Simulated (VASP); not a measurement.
CdS (Hawleyite), 2 atoms in the cell. Symmetry: F-43m, No. 216, cubic system. Conventional cell: a = 5.833 Å, b = 5.833 Å, c = 5.833 Å, α = 90.00°, β = 90.00°, γ = 90.00°. Cd (site symmetry -43m) has 4 S at 2.53 Å within 3.3 Å. Within 3.3 Å of S (site symmetry -43m) lie 4 Cd at 2.53 Å. 

| Quantity | Value |
| --- | --- |
| Program | VASP 6.6.1 |
| Task | single point |
| Functional | PBE |
| Potentials or basis | VASP PAW PBE potentials, release 64 (Cd, S) |
| Cutoff | 520 eV |
| k mesh | 8 × 8 × 8 |
| Occupations | gaussian, width 0.014 eV |
| Spin | no spin polarisation |
| Dipole correction | no |
| Further INCAR settings | ALGO = Normal; EDIFF = 1e-06; NBANDS = 16 |

Potentials or basis: VASP PAW PBE potentials, release 64 (Cd, S).

Launch:

```console
$ cat potpaw_PBE.64/Cd/POTCAR potpaw_PBE.64/S/POTCAR > POTCAR
$ mpirun -np 1 vasp_std > vasp.out
```

Hardware: 1 thread of Intel(R) Xeon(R) Platinum 8259CL CPU @ 2.50GHz (Skylake/Cascade Lake) (shared host).

Question: Estimate the wall time of this run.

Answer: Run time: 28 s on 1 thread of Intel(R) Xeon(R) Platinum 8259CL CPU @ 2.50GHz (Skylake/Cascade Lake), with other jobs on the host, peak memory 0.18 GiB. Counts: scf iterations 14, k points 29.
